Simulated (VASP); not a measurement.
# InSb2 (R-3m) in VASP: further runs

Runs on InSb2. Level: PBE. Tasks: single point, relaxation of cell and atoms.

Program: VASP 6.6.1. These are calculated values, not measurements. Logs are shortened: lines on timing, memory, paths and dates and some standing lists are left out, and cuts for length are marked.

**1. The cell of the first run**

Symmetry: R-3m, No. 166, trigonal system. The conventional cell has a = 6.409 Å, b = 6.409 Å, c = 15.645 Å, α = 90.00°, β = 90.00°, γ = 120.00°. Within 4.9 Å of In (site symmetry 3m) lie 12 Sb at 3.73 to 3.76 Å and 4 In at 3.91 to 3.95 Å. Within 4.2 Å of Sb (site symmetry 2/m) lie 6 Sb at 3.20 Å and 6 In at 3.73 to 3.76 Å. Within 4.2 Å of Sb (site symmetry -3m) lie 6 Sb at 3.20 Å and 6 In at 3.75 Å.

The cell was built from a structure type or drawn by symmetry, and may not be a known phase.

**2. Single point, PBE**

INCAR reads:

```
  ALGO = Normal
  EDIFF = 1E-6
  ENCUT = 520
  GGA = PE
  ISIF = 2
  ISMEAR = 0
  LASPH = True
  LCHARG = False
  LREAL = False
  LWAVE = False
  NBANDS = 32
  NELM = 60
  PREC = Accurate
  SIGMA = 0.1
```

KPOINTS reads:

```
k-points
0
Gamma
  6 6 6
```

POSCAR reads:

```
InSb2
1.0
    3.2046509714      1.8502061010      5.2149259700
   -3.2046509714      1.8502061010      5.2149259700
    0.0000000000     -3.7004122021      5.2149259700
In Sb
2 4
Direct
    0.1262783041      0.1262783041      0.1262783041
    0.8737216959      0.8737216959      0.8737216959
    0.5000000000      0.5000000000      0.0000000000
    0.0000000000      0.5000000000      0.5000000000
    0.5000000000      0.0000000000      0.5000000000
    0.5000000000      0.5000000000      0.5000000000
```

Potentials or basis: VASP PAW PBE potentials, release 64 (In_d, Sb).

Command:

```sh
cat potpaw_PBE.64/In_d/POTCAR potpaw_PBE.64/Sb/POTCAR > POTCAR
mpirun -np 1 vasp_std > vasp.out
```

OUTCAR:

```text
EDIFF = 1E-6
   ENCUT = 520
   GGA = PE
   ISIF = 2
   ISMEAR = 0
   LASPH = True
   LREAL = False
   NELM = 60
   PREC = Accurate

 ion  position               nearest neighbor table
   1  0.126  0.126  0.126-   3 3.73   4 3.73   5 3.73   6 3.75   6 3.75   6 3.75   3 3.76   3 3.76
                             5 3.76   4 3.76   5 3.76   4 3.76   2 3.91   2 3.91   2 3.91   2 3.95
   2  0.874  0.874  0.874-   3 3.73   4 3.73   5 3.73   6 3.75   6 3.75   6 3.75   3 3.76   3 3.76
                             4 3.76   5 3.76   4 3.76   5 3.76   1 3.91   1 3.91   1 3.91   1 3.95
   3  0.500  0.500  0.000-   6 3.20   6 3.20   5 3.20   4 3.20   5 3.20   4 3.20   1 3.73   2 3.73
                             2 3.76   1 3.76   2 3.76   1 3.76
   4  0.000  0.500  0.500-   6 3.20   6 3.20   5 3.20   5 3.20   3 3.20   3 3.20   1 3.73   2 3.73
                             1 3.76   2 3.76   1 3.76   2 3.76
   5  0.500  0.000  0.500-   6 3.20   6 3.20   4 3.20   4 3.20   3 3.20   3 3.20   1 3.73   2 3.73
                             2 3.76   1 3.76   1 3.76   2 3.76
   6  0.500  0.500  0.500-   4 3.20   5 3.20   5 3.20   4 3.20   3 3.20   3 3.20   2 3.75   1 3.75
                             2 3.75   1 3.75   2 3.75   1 3.75

  LATTYP: Found a trigonal (rhomboedric) cell.
 ALAT       =     6.3944118836
 COS(alpha) =     0.4976686838

  Lattice vectors:

 A1 = (   3.2046509714,   1.8502061010,   5.2149259700)
 A2 = (  -3.2046509714,   1.8502061010,   5.2149259700)
 A3 = (   0.0000000000,  -3.7004122021,   5.2149259700)

Analysis of symmetry for initial positions (statically):
=====================================================================
 Subroutine PRICEL returns:
 Original cell was already a primitive cell.

 Routine SETGRP: Setting up the symmetry group for a
 trigonal (rhombohedral) supercell.

 Subroutine GETGRP returns: Found 12 space group operations
 (whereof 12 operations were pure point group operations)
 out of a pool of 12 trial point group operations.

The static configuration has the point symmetry D_3d.

Analysis of symmetry for dynamics (positions and initial velocities):
=====================================================================
 Subroutine PRICEL returns:
 Original cell was already a primitive cell.

 Routine SETGRP: Setting up the symmetry group for a
 trigonal (rhombohedral) supercell.

 Subroutine GETGRP returns: Found 12 space group operations
 (whereof 12 operations were pure point group operations)
 out of a pool of 12 trial point group operations.

The dynamic configuration has the point symmetry D_3d.

 Subroutine INISYM returns: Found 12 space group operations
 (whereof 12 operations are pure point group operations),
[... 104 lines left out ...]
   EDIFF  = 0.1E-05   stopping-criterion for ELM
   LREAL  =      F    real-space projection
   EDIFFG = 0.1E-04   stopping-criterion for IOM
   NSW    =      0    number of steps for IOM
   IBRION =     -1    ionic relax: 0-MD 1-quasi-New 2-CG
   NFREE  =      0    steps in history (QN), initial steepest desc. (CG)
   ISIF   =      2    stress and relaxation
   ISYM   =      2    0-nonsym 1-usesym 2-fastsym
   POTIM  = 0.5000    time-step for ionic-motion
   TEBEG  =    0.0;   TEEND  =   0.0 temperature during run
   PSTRESS=    0.0 pullay stress
   NELECT =      46.0000    total number of electrons
   NUPDOWN=      -1.0000    fix difference up-down
   EMIN   =  10.00;   EMAX   =-10.00  energy-range for DOS
   EFERMI =   0.00;   METHOD = LEGACY
   ISMEAR =     0;   SIGMA  =   0.10  broadening in eV -4-tet -1-fermi 0-gaus
   EFERMI_NEDOS =   21; number of points for ismear=-14 and -15
   IALGO  =     38    algorithm
   IMIX   =      4    mixing-type and parameters
     AMIX     =   0.40;   BMIX     =  1.00
     AMIX_MAG =   1.60;   BMIX_MAG =  1.00
  volume/ion in A,a.u.               =      30.92       208.66
  Fermi-wavevector in a.u.,A,eV,Ry     =   1.028476  1.943537 14.391729  1.057762
  Thomas-Fermi vector in A             =   2.162474
   LORBIT       =      0    0 simple, 1 ext, 2 COOP (PROOUT), +10 PAW based schemes
   GGA     = PE    functional components
   LHFCALC =     F    Hartree Fock is set to
   AEXX    =    0.0000 exact exchange contribution
   IVDW    =     0    specifies the selected vdW correction
   LEPSILON=     F    determine dielectric tensor
   LRPA    =     F    only Hartree local field effects (RPA)
 non-spin polarized calculation
 Gauss-broadening in eV      SIGMA  =   0.10
  energy-cutoff  :      520.00
  volume of cell :      185.52
 maximum number of plane-waves:      5016
   NGX = 23   NGY = 23   NGZ = 23

 number of electron      45.9999995 magnetization

 Free energy of the ion-electron system (eV)
  ---------------------------------------------------
  ext. energy  EPLUGINS =         0.00000000
  ---------------------------------------------------
  free energy    TOTEN  =       -20.83490835 eV

  energy without entropy =      -20.82869671  energy(sigma->0) =      -20.83180253

 E-fermi :   6.7049     XC(G=0):  -9.5012

 val. band max:        6.5622310798   @ k =   0.5000   0.5000   0.3333
 cond. band min:       6.7118938550   @ k =   0.5000   0.5000  -0.0000
 fundamental gap:      0.1496627752
 Fermi energy:         6.7048807690

 k-point     1 :       0.0000    0.0000    0.0000
  band No.  band energies     occupation
      1      -7.9596      2.00000
      2      -7.9596      2.00000
      3      -7.9583      2.00000
      4      -7.9548      2.00000
      5      -7.9548      2.00000
      6      -7.9181      2.00000
[... 829 lines left out ...]
     31       9.7348      0.00000
     32       9.7611      0.00000

 [... further k-points ...]
[... 5 lines left out ...]
  --------------------------------------------------------------------------------------
  -------------------------------------------------------------------------------------
  Total       -0.1616503     -0.1616503      0.0088661      0.0000000     -0.0000000      0.0000000
  in kB       -1.3960048     -1.3960048      0.0765674      0.0000000     -0.0000000      0.0000000
  external PRESSURE =      -0.9051474 kB  Pullay stress =       0.0000000 kB

 VOLUME and BASIS-vectors are now :
 -----------------------------------------------------------------------------
  energy-cutoff  :      520.00
  volume of cell :      185.52
      direct lattice vectors                 reciprocal lattice vectors
     3.204650971  1.850206101  5.214925970     0.156023231  0.090080055  0.063919092
    -3.204650971  1.850206101  5.214925970    -0.156023231  0.090080055  0.063919092
     0.000000000 -3.700412202  5.214925970     0.000000000 -0.180160109  0.063919092

 POSITION                                       TOTAL-FORCE (eV/Angst)
 -----------------------------------------------------------------------------------
      0.00000     -0.00000      1.97560         0.000000      0.000000     -0.014892
      0.00000     -0.00000     13.66918         0.000000     -0.000000      0.014892
      0.00000      1.85021      5.21493        -0.000000      0.000000     -0.000000
     -1.60233     -0.92510      5.21493         0.000000      0.000000      0.000000
      1.60233     -0.92510      5.21493         0.000000     -0.000000     -0.000000
      0.00000     -0.00000      7.82239         0.000000     -0.000000      0.000000
 -----------------------------------------------------------------------------------
    total drift:                                0.000000     -0.000000      0.000000

  FREE ENERGIE OF THE ION-ELECTRON SYSTEM (eV)
  ---------------------------------------------------
  free  energy   TOTEN  =       -20.8349083467 eV

  energy  without entropy=      -20.8286967130  energy(sigma->0) =      -20.83180253
```

OSZICAR:

```text
N       E                     dE             d eps       ncg     rms          rms(c)
DAV:   1     0.365297455689E+03    0.36530E+03   -0.18585E+04  2048   0.139E+03
DAV:   2     0.155850944016E+02   -0.34971E+03   -0.33720E+03  2240   0.351E+02
DAV:   3    -0.193927791934E+02   -0.34978E+02   -0.33393E+02  2600   0.121E+02
DAV:   4    -0.208442222903E+02   -0.14514E+01   -0.14448E+01  2376   0.261E+01
DAV:   5    -0.209168271674E+02   -0.72605E-01   -0.72556E-01  3144   0.594E+00    0.376E+00
DAV:   6    -0.208493088345E+02    0.67518E-01   -0.89891E-02  2584   0.242E+00    0.215E+00
DAV:   7    -0.208355288776E+02    0.13780E-01   -0.74955E-02  2600   0.155E+00    0.317E-01
DAV:   8    -0.208349281016E+02    0.60078E-03   -0.15696E-02  2488   0.104E+00    0.175E-01
DAV:   9    -0.208348907550E+02    0.37347E-04   -0.84951E-04  2848   0.205E-01    0.129E-01
DAV:  10    -0.208349042020E+02   -0.13447E-04   -0.19866E-04  2792   0.758E-02    0.695E-02
DAV:  11    -0.208349055822E+02   -0.13802E-05   -0.17851E-05  2304   0.323E-02    0.240E-02
DAV:  12    -0.208349081510E+02   -0.25688E-05   -0.83674E-06  2608   0.275E-02    0.726E-03
DAV:  13    -0.208349083467E+02   -0.19573E-06   -0.11665E-06  1560   0.876E-03
   1 F= -.20834908E+02 E0= -.20831803E+02  d E =-.621163E-02
```

stdout:

```text
POSCAR found type information on POSCAR InSb
 POSCAR found :  2 types and       6 ions
 scaLAPACK will be used
 LDA part: xc-table for (Slater+PW92), standard interpolation
 POSCAR, INCAR and KPOINTS ok, starting setup
 FFT: planning ... GRIDC
 FFT: planning ... GRID_SOFT
 FFT: planning ... GRID
 WAVECAR not read
 entering main loop
```

Wall time 1.7 min (1 thread of Intel Xeon Platinum 8488C (Sapphire Rapids), shared host); peak memory 0.41 GiB.

What came out:

```yaml
Free_energy: -20.8349 eV
Pressure: -0.1 GPa
Largest_force: 0.015 eV/Å
Band_gap_on_the_k_mesh: zero (bands 23 and 24 overlap by 1.29 eV)
```

Forces on the atoms (eV/Å):
```
In   0.000  0.000 -0.015
In   0.000  0.000  0.015
Sb   0.000  0.000  0.000
Sb   0.000  0.000  0.000
Sb   0.000  0.000  0.000
Sb   0.000  0.000  0.000
```

Caveat: spin-orbit coupling is left out, which moves the levels of the heavy elements.

**3. Single point, PBE**

INCAR reads:

```
PREC = Accurate
ENCUT = 520
EDIFF = 1E-6
ISMEAR = 0
SIGMA = 0.1
LREAL = F
LASPH = T
NELM = 60
ALGO = Normal
ISIF = 2
LWAVE = F
LCHARG = F
GGA = PE
NBANDS = 32
```

KPOINTS reads:

```
Automatic mesh
0
Gamma
  6 6 6
```

POSCAR reads:

```
InSb2
1.0
    3.1988942126      1.8468824348      5.2290675696
   -3.1988942126      1.8468824348      5.2290675696
    0.0000000000     -3.6937648696      5.2290675696
In Sb
2 4
Direct
    0.1254514324      0.1254514324      0.1254514324
    0.8745485676      0.8745485676      0.8745485676
    0.5000000000      0.5000000000      0.0000000000
    0.0000000000      0.5000000000      0.5000000000
    0.5000000000      0.0000000000      0.5000000000
    0.5000000000      0.5000000000      0.5000000000
```

Potentials or basis: VASP PAW PBE potentials, release 64 (In_d, Sb).

Command:

```sh
cat potpaw_PBE.64/In_d/POTCAR potpaw_PBE.64/Sb/POTCAR > POTCAR
mpirun -np 1 vasp_std > vasp.out
```

OUTCAR:

```text
PREC = Accurate
   ENCUT = 520
   EDIFF = 1E-6
   ISMEAR = 0
   LREAL = F
   LASPH = T
   NELM = 60
   ISIF = 2
   GGA = PE

 ion  position               nearest neighbor table
   1  0.125  0.125  0.125-   4 3.75   5 3.75   3 3.75   6 3.75   6 3.75   6 3.75   3 3.76   3 3.76
                             4 3.76   5 3.76   5 3.76   4 3.76   2 3.91   2 3.91   2 3.91   2 3.94
   2  0.875  0.875  0.875-   4 3.75   5 3.75   3 3.75   6 3.75   6 3.75   6 3.75   3 3.76   3 3.76
                             4 3.76   5 3.76   4 3.76   5 3.76   1 3.91   1 3.91   1 3.91   1 3.94
   3  0.500  0.500  0.000-   4 3.20   5 3.20   5 3.20   4 3.20   6 3.20   6 3.20   1 3.75   2 3.75
                             2 3.76   1 3.76   2 3.76   1 3.76
[... 1055 lines left out ...]
  in kB       -0.5342236     -0.5342236     -0.9082431      0.0000000      0.0000000      0.0000000
  external PRESSURE =      -0.6588968 kB  Pullay stress =       0.0000000 kB

 VOLUME and BASIS-vectors are now :
 -----------------------------------------------------------------------------
  energy-cutoff  :      520.00
  volume of cell :      185.36
      direct lattice vectors                 reciprocal lattice vectors
     3.198894213  1.846882435  5.229067570     0.156304012  0.090242164  0.063746228
    -3.198894213  1.846882435  5.229067570    -0.156304012  0.090242164  0.063746228
     0.000000000 -3.693764870  5.229067570     0.000000000 -0.180484327  0.063746228

 POSITION                                       TOTAL-FORCE (eV/Angst)
 -----------------------------------------------------------------------------------
      0.00000      0.00000      1.96798         0.000000     -0.000000     -0.004671
      0.00000      0.00000     13.71922         0.000000      0.000000      0.004671
      0.00000      1.84688      5.22907         0.000000     -0.000000      0.000000
     -1.59945     -0.92344      5.22907        -0.000000     -0.000000      0.000000
      1.59945     -0.92344      5.22907         0.000000     -0.000000     -0.000000
      0.00000      0.00000      7.84360         0.000000     -0.000000      0.000000
 -----------------------------------------------------------------------------------
    total drift:                               -0.000000     -0.000000      0.000000

  FREE ENERGIE OF THE ION-ELECTRON SYSTEM (eV)
  ---------------------------------------------------
  free  energy   TOTEN  =       -20.8354245296 eV

  energy  without entropy=      -20.8291731061  energy(sigma->0) =      -20.83229882
```

OSZICAR:

```text
N       E                     dE             d eps       ncg     rms          rms(c)
DAV:   1     0.361739323182E+03    0.36174E+03   -0.18631E+04  2048   0.139E+03
DAV:   2     0.144885762240E+02   -0.34725E+03   -0.33472E+03  2272   0.348E+02
DAV:   3    -0.195166009995E+02   -0.34005E+02   -0.32698E+02  2640   0.119E+02
DAV:   4    -0.208463219105E+02   -0.13297E+01   -0.13254E+01  2248   0.255E+01
DAV:   5    -0.209175588916E+02   -0.71237E-01   -0.71211E-01  3360   0.583E+00    0.374E+00
DAV:   6    -0.208498891378E+02    0.67670E-01   -0.87050E-02  2584   0.239E+00    0.216E+00
DAV:   7    -0.208360918186E+02    0.13797E-01   -0.75448E-02  2608   0.156E+00    0.311E-01
DAV:   8    -0.208354440667E+02    0.64775E-03   -0.15782E-02  2472   0.104E+00    0.173E-01
DAV:   9    -0.208354031753E+02    0.40891E-04   -0.85561E-04  2760   0.210E-01    0.113E-01
DAV:  10    -0.208354196324E+02   -0.16457E-04   -0.20678E-04  2792   0.821E-02    0.654E-02
DAV:  11    -0.208354223234E+02   -0.26909E-05   -0.26314E-05  2560   0.483E-02    0.218E-02
DAV:  12    -0.208354244416E+02   -0.21182E-05   -0.90091E-06  2648   0.296E-02    0.742E-03
DAV:  13    -0.208354245296E+02   -0.88014E-07   -0.10223E-06  1432   0.994E-03
   1 F= -.20835425E+02 E0= -.20832299E+02  d E =-.625142E-02
```

stdout:

```text
POSCAR found type information on POSCAR InSb
 POSCAR found :  2 types and       6 ions
 scaLAPACK will be used
 LDA part: xc-table for (Slater+PW92), standard interpolation
 POSCAR, INCAR and KPOINTS ok, starting setup
 FFT: planning ... GRIDC
 FFT: planning ... GRID_SOFT
 FFT: planning ... GRID
 WAVECAR not read
 entering main loop
```

Run time: 1.8 min. Hardware: 1 thread of Intel Xeon Platinum 8488C (Sapphire Rapids), shared host; peak memory 0.41 GiB.

What came out:

- Free energy: -20.8354 eV
- Pressure: -0.1 GPa
- Largest force: 0.005 eV/Å
- Band gap on the k mesh: zero (bands 23 and 24 overlap by 1.28 eV)

Forces in eV/Å, atoms in the order of the input:
```
In   0.000  0.000 -0.005
In   0.000  0.000  0.005
Sb   0.000  0.000  0.000
Sb   0.000  0.000  0.000
Sb   0.000  0.000  0.000
Sb   0.000  0.000  0.000
```

Levels at points of the mesh, in eV from the Fermi level:
```tsv
k point	band 20	band 21	band 22	band 23	band 24	band 25	band 26	band 27
(0.00, 0.00, 0.00)	-3.11	-2.40	-2.40	-0.23	-0.23	-0.21	2.96	2.96
(0.50, 0.00, 0.00)	-1.36	-1.34	-1.00	-0.95	-0.95	0.29	1.47	2.34
(0.50, 0.50, 0.00)	-1.96	-0.90	-0.89	-0.62	-0.62	0.02	0.02	2.14
(0.50, 0.50, 0.50)	-1.36	-1.36	-1.00	-0.96	-0.96	0.27	1.46	2.33
```

Caveat: spin-orbit coupling is left out, which moves the levels of the heavy elements.

**4. Relaxation of cell and atoms, PBE**

INCAR reads:

```
PREC = Accurate ; ENCUT = 600
EDIFF = 1E-7 ; ISMEAR = 0
SIGMA = 0.1 ; LREAL = F
LASPH = T ; NELM = 60
ALGO = Normal ; ISIF = 3
LWAVE = F ; LCHARG = F
GGA = PE ; IBRION = 2
NSW = 100 ; EDIFFG = -0.01
```

KPOINTS reads:

```
regular mesh
0
Gamma
  6 6 6
```

POSCAR reads:

```
InSb2
1.0
    3.2046509714      1.8502061010      5.2149259700
   -3.2046509714      1.8502061010      5.2149259700
    0.0000000000     -3.7004122021      5.2149259700
In Sb
2 4
Direct
    0.1262783041      0.1262783041      0.1262783041
    0.8737216959      0.8737216959      0.8737216959
    0.5000000000      0.5000000000      0.0000000000
    0.0000000000      0.5000000000      0.5000000000
    0.5000000000      0.0000000000      0.5000000000
    0.5000000000      0.5000000000      0.5000000000
```

Command:

```sh
cat potpaw_PBE.64/In_d/POTCAR potpaw_PBE.64/Sb/POTCAR > POTCAR
mpirun -np 1 vasp_std > vasp.out
```

Wall time 11 min (1 thread of Intel Xeon Platinum 8488C (Sapphire Rapids), shared host); peak memory 0.51 GiB.

Results (log left out):

```yaml
Free_energy: -20.8354 eV
Relaxed_volume: 30.83 Å³/atom
Relaxed_cell: a = 6.398 Å, b = 6.398 Å, c = 6.398 Å, α = 59.96°, β = 59.96°, γ = 59.96°
Space_group_after_relaxing_to_0.1_Å: Fd-3m (No. 227)
Energy_gained_by_relaxing: 0.1 meV/atom
Ionic_steps: 8
Pressure_after_relaxing: 0.0 GPa
Largest_force_after_relaxing: 0.009 eV/Å
Band_gap_on_the_k_mesh: zero (bands 23 and 24 overlap by 1.28 eV)
```

Forces in eV/Å, atoms in the order of the input:
```
In   0.000  0.000 -0.009
In   0.000  0.000  0.009
Sb   0.000  0.000  0.000
Sb   0.000  0.000  0.000
Sb   0.000  0.000  0.000
Sb   0.000  0.000  0.000
```

Step by step:
```tsv
step	energy change (eV)	largest force (eV/Å)	pressure (GPa)	volume (Å³)
1	0.0000	0.0152	-0.08	185.52
2	-0.0003	0.0143	0.00	185.11
3	-0.0003	0.0141	0.03	184.98
4	-0.0003	0.0138	0.04	184.93
5	-0.0004	0.0131	0.01	185.03
6	-0.0004	0.0121	-0.01	185.13
7	-0.0004	0.0111	0.00	185.09
8	-0.0005	0.0088	0.02	184.99
```

Final structure:
```xyz
6
Lattice="3.1968 1.8456 5.2256 -3.1968 1.8456 5.2256 0.0000 -3.6913 5.2256" Properties=species:S:1:pos:R:3 pbc="T T T"
In    0.0000    0.0000    1.9725
In    0.0000    0.0000   13.7042
Sb    0.0000    1.8456    5.2256
Sb   -1.5984   -0.9228    5.2256
Sb    1.5984   -0.9228    5.2256
Sb    0.0000    0.0000    7.8384
```

Levels at points of the mesh, in eV from the Fermi level:
```csv
k point,band 19,band 20,band 21,band 22,band 23,band 24,band 25,band 26,band 27
"(0.00, 0.00, 0.00)",-4.09,-3.11,-2.41,-2.41,-0.24,-0.24,-0.20,2.97,2.97
"(0.50, 0.00, 0.00)",-3.57,-1.37,-1.34,-1.00,-0.95,-0.95,0.29,1.47,2.34
"(0.50, 0.50, 0.00)",-1.96,-1.96,-0.91,-0.90,-0.62,-0.62,0.02,0.02,2.14
"(0.50, 0.50, 0.50)",-3.57,-1.36,-1.36,-1.00,-0.96,-0.96,0.28,1.46,2.33
```

Caveat: spin-orbit coupling is left out, which moves the levels of the heavy elements.

**5. Summary**

```csv
task,cell,cutoff (eV),gap on the mesh (eV),pressure (GPa),largest force (eV/Å)
single point,"a = 6.394 Å, angles 60.2°, 6 atoms, atomic positions A",520,none,-0.1,0.01
single point,"a = 6.402 Å, angles 60.0°, 6 atoms, atomic positions B",520,none,-0.1,-
relaxation of cell and atoms,"relaxed from a = 6.394 Å, angles 60.2°, 6 atoms, atomic positions A",600,none,0.0,0.01
```

Alike in all rows: level PBE; potentials or basis VASP PAW PBE potentials, release 64 (In_d, Sb); no spin polarisation; k mesh 6 × 6 × 6; smearing gaussian 0.1 eV.

Caveats: spin-orbit coupling is left out, which moves the levels of the heavy elements.

Total energies depend on the potentials used, so only differences within one code and one set of settings carry meaning.
